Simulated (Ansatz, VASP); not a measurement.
TaTlF4 in VASP and in Ansatz

```
Ta Tl F
1.0
     3.58506    0.00000    0.00000
     0.00000    3.58506    0.00000
     0.00000    0.00000    8.17426
Ta Tl F
1 1 4
Direct
  0.50000 0.50000 0.00000
  0.50000 0.50000 0.50000
  0.50000 0.00000 0.14039
  0.00000 0.50000 0.85961
  0.50000 0.00000 0.85961
  0.00000 0.50000 0.14039
```

Alike in both runs: functional PBE; k mesh 6 × 6 × 4; occupations gaussian, width 0.1 eV; collinear spin.

Ansatz relaxed the structure, and its values are those at the end. VASP's run is a single point on that final structure, the one shown.

|  | VASP | Ansatz |
| --- | --- | --- |
| version | VASP 6.6.1 | Ansatz 0.2.0 |
| potentials or method | VASP PAW PBE potentials, release 64 (Ta_pv, Tl_d, F), cutoff 520 eV | scalar-relativistic, plane waves, PAW |
| valence electrons in the cell | 52 | 54 |

Ansatz gave:

```
gap on the k mesh at the Fermi level (eV)                     : none
pressure (GPa)                                                : 0.1
rms of the force components (eV/Å)                            : 0.001
net moment per atom (μB)                                      : 0.21
size of the moment on the site where the two differ most (μB) : 0.64
```

Task: Which values does VASP return?

Result: gap on the k mesh at the Fermi level (eV): none; pressure (GPa): 0.2; rms of the force components (eV/Å): 0.022; net moment per atom (μB): 0.22; size of the moment on the site where the two differ most (μB): 1.06.

Site moments also hang on the region over which each program counts them. A gap of «none» marks a metal or a gap that the smearing closes. VASP's potentials hold 52 valence electrons a cell and Ansatz's 54, so a difference there can come from the potentials and not from the codes. Ansatz's warnings: cell relax basis refresh.

Neither program's run includes spin-orbit coupling.
